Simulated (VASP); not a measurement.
# AlIn2As2P (P6/mmm) in VASP: further runs

Runs on AlIn2As2P. Level: PBE. Tasks: relaxation of cell and atoms, single point.

Program: VASP 6.6.1. These are calculated values, not measurements. Logs are shortened: lines on timing, memory, paths and dates and some standing lists are left out, and cuts for length are marked.

**1. The cell of the first run**

The structure is hexagonal, space group P6/mmm (No. 191). Conventional cell: a = 4.107 Å, b = 4.107 Å, c = 9.912 Å, α = 90.00°, β = 90.00°, γ = 120.00°. Within 3.1 Å of Al (site symmetry 6/mmm) lie 6 In at 2.37 Å and 2 As at 2.66 Å. Within 3.1 Å of In (site symmetry -6m2) lie 3 In at 2.37 Å and 3 Al at 2.37 Å. P (site symmetry 6/mmm) has 2 As at 2.30 Å within 3.0 Å. Within 3.0 Å of As (site symmetry 6mm) lie 1 P at 2.30 Å and 1 Al at 2.66 Å.

The cell was generated, and may not be a known phase.

**2. Relaxation of cell and atoms, PBE**

Contents of INCAR:

```
PREC = Accurate
ENCUT = 600
EDIFF = 1E-6
ISMEAR = 0
SIGMA = 0.1
LREAL = F
LASPH = T
NELM = 60
ALGO = Normal
ISIF = 3
LWAVE = F
LCHARG = F
GGA = PE
IBRION = 2
NSW = 90
EDIFFG = -0.04
```

Contents of KPOINTS:

```
regular mesh
0
Gamma
  6 6 2
```

Contents of POSCAR:

```
AlIn2As2P
1.0
    4.1070417900      0.0000000000      0.0000000000
   -2.0535209000      3.5568025300      0.0000000000
    0.0000000000      0.0000000000      9.9123289800
Al In P As
1 2 1 2
Direct
    0.0000000000      0.0000000000      0.5000000000
    0.3333333300      0.6666666700      0.5000000000
    0.6666666700      0.3333333300      0.5000000000
    0.0000000000      0.0000000000      0.0000000000
    0.0000000000      0.0000000000      0.2320708400
    0.0000000000      0.0000000000      0.7679291600
```

Potentials or basis: VASP PAW PBE potentials, release 64 (Al, In_d, P, As).

On the command line:

```bash
> cat potpaw_PBE.64/Al/POTCAR potpaw_PBE.64/In_d/POTCAR potpaw_PBE.64/P/POTCAR potpaw_PBE.64/As/POTCAR > POTCAR
> mpirun -np 1 vasp_std > vasp.out
```

OUTCAR:

```text
PREC = Accurate
   ENCUT = 600
   EDIFF = 1E-6
   ISMEAR = 0
   LREAL = F
   LASPH = T
   NELM = 60
   ISIF = 3
   GGA = PE
   IBRION = 2
   NSW = 90
   EDIFFG = -0.04

 ion  position               nearest neighbor table
   1  0.000  0.000  0.500-   2 2.37   3 2.37   3 2.37   2 2.37   3 2.37   2 2.37   5 2.66   6 2.66

   2  0.333  0.667  0.500-   3 2.37   1 2.37   3 2.37   1 2.37   1 2.37   3 2.37
   3  0.667  0.333  0.500-   2 2.37   1 2.37   2 2.37   1 2.37   1 2.37   2 2.37
   4  0.000  0.000  0.000-   5 2.30   6 2.30
   5  0.000  0.000  0.232-   4 2.30   1 2.66
   6  0.000  0.000  0.768-   4 2.30   1 2.66

  LATTYP: Found a hexagonal cell.
 ALAT       =     4.1070417900
 C/A-ratio  =     2.4134960117

  Lattice vectors:

 A1 = (   4.1070417900,   0.0000000000,   0.0000000000)
 A2 = (  -2.0535209000,   3.5568025300,   0.0000000000)
 A3 = (   0.0000000000,   0.0000000000,   9.9123289800)

Analysis of symmetry for initial positions (statically):
=====================================================================
 Subroutine PRICEL returns:
 Original cell was already a primitive cell.

 Routine SETGRP: Setting up the symmetry group for a
 hexagonal supercell.

 Subroutine GETGRP returns: Found 24 space group operations
 (whereof 24 operations were pure point group operations)
 out of a pool of 24 trial point group operations.

The static configuration has the point symmetry D_6h.

Analysis of symmetry for dynamics (positions and initial velocities):
=====================================================================
 Subroutine PRICEL returns:
 Original cell was already a primitive cell.

 Routine SETGRP: Setting up the symmetry group for a
 hexagonal supercell.

 Subroutine GETGRP returns: Found 24 space group operations
 (whereof 24 operations were pure point group operations)
 out of a pool of 24 trial point group operations.

The dynamic configuration has the point symmetry D_6h.

 Subroutine INISYM returns: Found 24 space group operations
 (whereof 24 operations are pure point group operations),
 and found     1 'primitive' translations

----------------------------------------------------------------------------------------

                                     Primitive cell

  volume of cell :     144.7987

  direct lattice vectors                    reciprocal lattice vectors
     4.107041790  0.000000000  0.000000000     0.243484252  0.140575699  0.000000000
    -2.053520900  3.556802530  0.000000000     0.000000000  0.281151397  0.000000000
     0.000000000  0.000000000  9.912328980     0.000000000  0.000000000  0.100884464

  length of vectors
     4.107041790  4.107041797  9.912328980     0.281151397  0.281151397  0.100884464

  position of ions in fractional coordinates (direct lattice)
     0.000000000  0.000000000  0.500000000
     0.333333330  0.666666670  0.500000000
     0.666666670  0.333333330  0.500000000
     0.000000000  0.000000000  0.000000000
     0.000000000  0.000000000  0.232070840
     0.000000000  0.000000000  0.767929160

  ion indices of the primitive-cell ions
   primitive index   ion index
                 1           1
                 2           2
                 3           3
                 4           4
                 5           5
                 6           6

----------------------------------------------------------------------------------------

 KPOINTS: regular mesh

Automatic generation of k-mesh.
 Grid dimensions read from file:
 generate k-points for:    6    6    2

 Generating k-lattice:

  Cartesian coordinates                     Fractional coordinates (reciprocal lattice)
     0.040580709  0.023429283  0.000000000     0.166666667  0.000000000  0.000000000
     0.000000000  0.046858566  0.000000000     0.000000000  0.166666667  0.000000000
     0.000000000  0.000000000  0.050442232     0.000000000  0.000000000  0.500000000

  Length of vectors
     0.046858566  0.046858566  0.050442232

  Shift w.r.t. Gamma in fractional coordinates (k-lattice)
     0.000000000  0.000000000  0.000000000

 Subroutine IBZKPT returns following result:
 ===========================================

 Found     14 irreducible k-points:

 Following reciprocal coordinates:
            Coordinates               Weight
  0.000000  0.000000  0.000000      1.000000
  0.166667 -0.000000  0.000000      6.000000
  0.333333 -0.000000  0.000000      6.000000
  0.500000 -0.000000  0.000000      3.000000
  0.166667  0.166667  0.000000      6.000000
  0.333333  0.166667  0.000000     12.000000
  0.333333  0.333333  0.000000      2.000000
  0.000000  0.000000  0.500000      1.000000
  0.166667 -0.000000  0.500000      6.000000
  0.333333 -0.000000  0.500000      6.000000
  0.500000 -0.000000  0.500000      3.000000
  0.166667  0.166667  0.500000      6.000000
  0.333333  0.166667  0.500000     12.000000
  0.333333  0.333333  0.500000      2.000000
   k-points           NKPTS =     14   k-points in BZ     NKDIM =     14   number of bands    NBANDS=     26
   number of dos      NEDOS =    301   number of ions     NIONS =      6
   total plane-waves  NPLWV = 103680
   dimension x,y,z NGX =    36 NGY =   36 NGZ =   80
   dimension x,y,z NGXF=    72 NGYF=   72 NGZF=  160
   ions per type =               1   2   1   2
   NGX,Y,Z   is equivalent  to a cutoff of  14.57, 14.57, 13.42 a.u.
   NGXF,Y,Z  is equivalent  to a cutoff of  29.14, 29.14, 26.83 a.u.
 SYSTEM =  unknown system
   PREC   = accura    normal or accurate (medium, high low for compatibility)
   ISTART =      0    job   : 0-new  1-cont  2-samecut
   ICHARG =      2    charge: 1-file 2-atom 10-const
   ISPIN  =      1    spin polarized calculation?
   LNONCOLLINEAR =      F non collinear calculations
   LSORBIT =      F    spin-orbit coupling
   LASPH  =      T    aspherical Exc in radial PAW
   ENCUT  =  600.0 eV  44.10 Ry    6.64 a.u.   8.20  8.20 19.80*2*pi/ulx,y,z
   NELM   =     60;   NELMIN=  2; NELMDL= -5     # of ELM steps
   EDIFF  = 0.1E-05   stopping-criterion for ELM
   LREAL  =      F    real-space projection
   EDIFFG = -.4E-01   stopping-criterion for IOM
   NSW    =     90    number of steps for IOM
   IBRION =      2    ionic relax: 0-MD 1-quasi-New 2-CG
   NFREE  =      1    steps in history (QN), initial steepest desc. (CG)
   ISIF   =      3    stress and relaxation
   ISYM   =      2    0-nonsym 1-usesym 2-fastsym
   POTIM  = 0.5000    time-step for ionic-motion
   TEBEG  =    0.0;   TEEND  =   0.0 temperature during run
   PSTRESS=    0.0 pullay stress
   NELECT =      44.0000    total number of electrons
   NUPDOWN=      -1.0000    fix difference up-down
   EMIN   =  10.00;   EMAX   =-10.00  energy-range for DOS
   EFERMI =   0.00;   METHOD = LEGACY
   ISMEAR =     0;   SIGMA  =   0.10  broadening in eV -4-tet -1-fermi 0-gaus
   EFERMI_NEDOS =   21; number of points for ismear=-14 and -15
   IALGO  =     38    algorithm
   IMIX   =      4    mixing-type and parameters
     AMIX     =   0.40;   BMIX     =  1.00
     AMIX_MAG =   1.60;   BMIX_MAG =  1.00
  volume/ion in A,a.u.               =      24.13       162.86
  Fermi-wavevector in a.u.,A,eV,Ry     =   1.100620  2.079871 16.481623  1.211365
  Thomas-Fermi vector in A             =   2.237034
   LORBIT       =      0    0 simple, 1 ext, 2 COOP (PROOUT), +10 PAW based schemes
   GGA     = PE    functional components
   LHFCALC =     F    Hartree Fock is set to
   AEXX    =    0.0000 exact exchange contribution
   IVDW    =     0    specifies the selected vdW correction
   LEPSILON=     F    determine dielectric tensor
   LRPA    =     F    only Hartree local field effects (RPA)
 conjugate gradient relaxation of ions
 non-spin polarized calculation
 Gauss-broadening in eV      SIGMA  =   0.10
  energy-cutoff  :      600.00
  volume of cell :      144.80
 maximum number of plane-waves:      4881
 NGX is ok and might be reduce to    36
   NGX = 17   NGY = 17   NGZ = 39

--------------------------------------- Ionic step        1  -------------------------------------------

 number of electron      43.9999996 magnetization

 Free energy of the ion-electron system (eV)
  ---------------------------------------------------
  ext. energy  EPLUGINS =         0.00000000
  ---------------------------------------------------
  free energy    TOTEN  =       -12.43041444 eV

  energy without entropy =      -12.41404737  energy(sigma->0) =      -12.42223091

 E-fermi :   5.3032     XC(G=0):  -9.2566

 val. band max:        5.2603681756   @ k =   0.1667   0.1667   0.5000
 cond. band min:       5.3449846262   @ k =   0.1667  -0.0000   0.0000
 fundamental gap:      0.0846164506
 Fermi energy:         5.3031704314

 k-point     1 :       0.0000    0.0000    0.0000
  band No.  band energies     occupation
      1     -12.6719      2.00000
      2     -12.1247      2.00000
      3     -12.1247      2.00000
      4     -11.8151      2.00000
      5     -11.8151      2.00000
      6     -11.7759      2.00000
[... 508 lines left out ...]
  FREE ENERGIE OF THE ION-ELECTRON SYSTEM (eV)
  ---------------------------------------------------
  free  energy   TOTEN  =       -19.7553153522 eV

  energy  without entropy=      -19.7425316392  energy(sigma->0) =      -19.74892350

[... ionic steps 4 to 7 ...]

--------------------------------------- Ionic step        8  -------------------------------------------

 number of electron      44.0000001 magnetization

------------------------ aborting loop because EDIFF is reached ----------------------------------------

  FORCE on cell =-STRESS in cart. coord.  units (eV):
  Direction    XX          YY          ZZ          XY          YZ          ZX
  --------------------------------------------------------------------------------------
  -------------------------------------------------------------------------------------
  Total       -0.1161165     -0.1161165     -0.3081496      0.0000000      0.0000000      0.0000000
  in kB       -0.8142595     -0.8142595     -2.1608792      0.0000000      0.0000000      0.0000000
  external PRESSURE =      -1.2631327 kB  Pullay stress =       0.0000000 kB
[... 65 lines left out ...]
  energy  without entropy=      -19.8547065007  energy(sigma->0) =      -19.86017872

--------------------------------------- Ionic step       10  -------------------------------------------

 number of electron      44.0000009 magnetization

 Free energy of the ion-electron system (eV)
  ---------------------------------------------------
  ext. energy  EPLUGINS =         0.00000000
  ---------------------------------------------------
  free energy    TOTEN  =       -19.86619336 eV

  energy without entropy =      -19.85463741  energy(sigma->0) =      -19.86041538

 E-fermi :   1.5199     XC(G=0):  -7.2903

 val. band max:        1.4893081875   @ k =   0.3333   0.3333   0.5000
 cond. band min:       1.5320906965   @ k =   0.1667   0.1667   0.0000
 fundamental gap:      0.0427825090
 Fermi energy:         1.5199040611

 k-point     1 :       0.0000    0.0000    0.0000
  band No.  band energies     occupation
      1     -13.1879      2.00000
      2     -13.0596      2.00000
      3     -13.0596      2.00000
      4     -13.0584      2.00000
      5     -13.0584      2.00000
      6     -12.9244      2.00000
[... 428 lines left out ...]
  FREE ENERGIE OF THE ION-ELECTRON SYSTEM (eV)
  ---------------------------------------------------
  free  energy   TOTEN  =       -19.8661933576 eV

  energy  without entropy=      -19.8546374101  energy(sigma->0) =      -19.86041538

 reached required accuracy - stopping structural energy minimisation
```

Run time: 10 min. Hardware: 1 thread of Intel Xeon Platinum 8488C (Sapphire Rapids), shared host; peak memory 0.37 GiB.

Results:

| Quantity | Value |
| --- | --- |
| Free energy | -19.8662 eV |
| Relaxed volume | 37.77 Å³/atom |
| Relaxed cell | a = 5.255 Å, b = 5.255 Å, c = 9.475 Å, α = 90.00°, β = 90.00°, γ = 120.00° |
| Space group after relaxing (to 0.1 Å) | P6/mmm (No. 191) |
| Energy gained by relaxing | 1239.3 meV/atom |
| Ionic steps | 10 |
| Pressure after relaxing | 0.0 GPa |
| Largest force after relaxing | 0.008 eV/Å |
| Band gap on the k mesh | zero (bands 22 and 23 overlap by 1.56 eV) |

Forces on the atoms (eV/Å):
```
Al   0.000  0.000  0.000
In   0.000  0.000  0.000
In   0.000  0.000  0.000
P    0.000  0.000  0.000
As   0.000  0.000 -0.008
As   0.000  0.000  0.008
```

Step by step:
| step | energy change (eV) | largest force (eV/Å) | pressure (GPa) | volume (Å³) |
| --- | --- | --- | --- | --- |
| 1 | 0.0000 | 0.7853 | 28.23 | 144.80 |
| 2 | -7.3099 | 0.5171 | -0.18 | 243.78 |
| 3 | -7.3249 | 0.0810 | 1.35 | 210.07 |
| 4 | -7.4189 | 0.3499 | 0.14 | 229.09 |
| 5 | -7.4263 | 0.2875 | 0.34 | 224.50 |
| 6 | -7.4254 | 0.3112 | 0.25 | 226.22 |
| 7 | -7.4335 | 0.0744 | -0.19 | 228.86 |
| 8 | -7.4337 | 0.1064 | -0.13 | 228.48 |
| 9 | -7.4352 | 0.0618 | -0.07 | 227.76 |
| 10 | -7.4358 | 0.0079 | 0.04 | 226.63 |

Final structure:
```
CELL_PARAMETERS angstrom
5.25540 0.00000 0.00000
-2.62770 4.55131 0.00000
0.00000 0.00000 9.47476
ATOMIC_POSITIONS crystal
Al 0.00000 0.00000 0.50000
In 0.33333 0.66667 0.50000
In 0.66667 0.33333 0.50000
P 0.00000 0.00000 0.00000
As 0.00000 0.00000 0.23185
As 0.00000 0.00000 0.76815
```

Caveat: the volume moved by over 15 % at a fixed basis, so the end points are rough; spin-orbit coupling is left out, which moves the levels of the heavy elements.

**3. Single point, PBE**

This run uses another cell than the first one, of 37.60 Å³/atom.

Contents of INCAR:

```
SYSTEM = AlIn2As2P
PREC = Accurate
ENCUT = 520
EDIFF = 1E-6
ISMEAR = 0
SIGMA = 0.1
LREAL = .FALSE.
LASPH = .TRUE.
NELM = 60
ALGO = Normal
ISIF = 2
LWAVE = .FALSE.
LCHARG = .TRUE.
GGA = PE
LELF = .TRUE.
LVHAR = .TRUE.
NBANDS = 31
```

Contents of KPOINTS:

```
regular mesh
0
G
  12 12 4
  0 0 0
```

Contents of POSCAR:

```
AlIn2As2P
1.0
    5.2736527488      0.0000000000      0.0000000000
   -2.6368263744      4.5671172511      0.0000000000
    0.0000000000      0.0000000000      9.3660815430
Al In P As
1 2 1 2
Direct
    0.0000000000      0.0000000000      0.5000000000
    0.3333333333      0.6666666667      0.5000000000
    0.6666666667      0.3333333333      0.5000000000
    0.0000000000      0.0000000000      0.0000000000
    0.0000000000      0.0000000000      0.2324199029
    0.0000000000      0.0000000000      0.7675800971
```

Potentials or basis: VASP PAW PBE potentials, release 64 (Al, In_d, P, As).

On the command line:

```bash
> cat potpaw_PBE.64/Al/POTCAR potpaw_PBE.64/In_d/POTCAR potpaw_PBE.64/P/POTCAR potpaw_PBE.64/As/POTCAR > POTCAR
> mpirun -np 1 vasp_std > vasp.out
```

Run time: 7.8 min. Hardware: 1 thread of Intel Xeon Platinum 8488C (Sapphire Rapids), shared host; peak memory 0.6 GiB.

The run converged. Its results:

| Quantity | Value |
| --- | --- |
| Free energy | -20.0063 eV |
| Pressure | 0.0 GPa |
| Largest force | 0.024 eV/Å |
| Band gap on the k mesh | zero (bands 22 and 23 overlap by 1.57 eV) |

Forces in eV/Å, atoms in the order of the input:
```
Al   0.000  0.000  0.000
In   0.000  0.000  0.000
In   0.000  0.000  0.000
P    0.000  0.000  0.000
As   0.000  0.000  0.024
As   0.000  0.000 -0.024
```

Stress tensor (GPa, compression positive):
```
-0.01  0.00  0.00
 0.00 -0.01  0.00
 0.00  0.00  0.15
```

Levels at points of the mesh, in eV from the Fermi level:
| k point | band 19 | band 20 | band 21 | band 22 | band 23 | band 24 | band 25 | band 26 |
| --- | --- | --- | --- | --- | --- | --- | --- | --- |
| (0.00, 0.00, 0.00) | -0.87 | -0.59 | -0.59 | -0.47 | -0.47 | -0.33 | -0.33 | 0.52 |
| (0.50, 0.00, 0.00) | -2.33 | -1.80 | -1.63 | -0.76 | 1.50 | 2.10 | 2.11 | 2.23 |
| (0.00, 0.00, 0.50) | -1.49 | -0.87 | -0.85 | -0.33 | -0.33 | 0.31 | 1.19 | 1.19 |
| (0.50, 0.00, 0.50) | -2.14 | -0.84 | -0.62 | -0.19 | -0.15 | 0.20 | 1.20 | 2.17 |

Caveat: spin-orbit coupling is left out, which moves the levels of the heavy elements.

The gap in the log of VASP goes by the Fermi energy; the results here count the filled bands.